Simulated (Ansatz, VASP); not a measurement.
# Ge in VASP and in Ansatz

INCAR

```
SYSTEM = Ge
ALGO = Normal
EDIFF = 1E-6
EDIFFG = -0.01
ENCUT = 600
GGA = PE
IBRION = 2
ISIF = 3
ISMEAR = 0
LASPH = .TRUE.
LCHARG = .FALSE.
LREAL = .FALSE.
LWAVE = .FALSE.
NELM = 80
NSW = 100
PREC = Accurate
SIGMA = 0.1
```

The input KPOINTS:

```
k-points
0
G
  8 8 8
  0 0 0
```

File POSCAR:

```
Ge
1.0
   -3.5469390305      3.5469390305      3.5469390305
    3.5469390305     -3.5469390305      3.5469390305
    3.5469390305      3.5469390305     -3.5469390305
Ge
6
Direct
    0.5000000000      0.7500000000      0.2500000000
    0.7500000000      0.2500000000      0.5000000000
    0.7500000000      0.5000000000      0.2500000000
    0.5000000000      0.2500000000      0.7500000000
    0.2500000000      0.7500000000      0.5000000000
    0.2500000000      0.5000000000      0.7500000000
```

Input for Ansatz:

```yaml
crystal:
  lattice:
    - [-3.5469390305, 3.5469390305, 3.5469390305]
    - [3.5469390305, -3.5469390305, 3.5469390305]
    - [3.5469390305, 3.5469390305, -3.5469390305]
  atoms:
    - { symbol: Ge, position: [0.5, 0.75, 0.25] }
    - { symbol: Ge, position: [0.75, 0.25, 0.5] }
    - { symbol: Ge, position: [0.75, 0.5, 0.25] }
    - { symbol: Ge, position: [0.5, 0.25, 0.75] }
    - { symbol: Ge, position: [0.25, 0.75, 0.5] }
    - { symbol: Ge, position: [0.25, 0.5, 0.75] }
basis:
  ecutwfc: 420
kpoints:
  mp_grid: { grid: [8, 8, 8] }
hamiltonian:
  xc: pbe
scf:
  occupations: { method: gaussian, width: 0.1 }
output:
  forces: true
  stress: true
  eigenvalues: true
relax:
  adjacent_minimum: "off"
  f_tol: 0.01
  max_steps: 80
  cell: { stress_tol: 0.05 }
```

Alike in both runs: task relaxation of cell and atoms; functional PBE; k mesh 8 × 8 × 8; occupations gaussian, width 0.1 eV; no spin polarisation.

|  | VASP | Ansatz |
| --- | --- | --- |
| version | VASP 6.6.1 | Ansatz 0.2.0 |
| potentials or method | VASP PAW PBE potentials, release 64 (Ge_d), cutoff 600 eV | scalar-relativistic, plane waves, PAW |
| valence electrons in the cell | 84 | 84 |

|  | VASP | Ansatz | Ansatz less VASP |
| --- | --- | --- | --- |
| gap on the k mesh at the Fermi level, each at its own relaxed structure (eV) | none | none | - |
| relaxed volume (Å³/atom) | 29.93 | 29.90 | -0.037 |
| relaxed length of the cell vector where the two differ most in proportion (Å) | 6.156 | 6.154 | -0.0025 |

A gap of «none» marks a metal or a gap that the smearing closes.
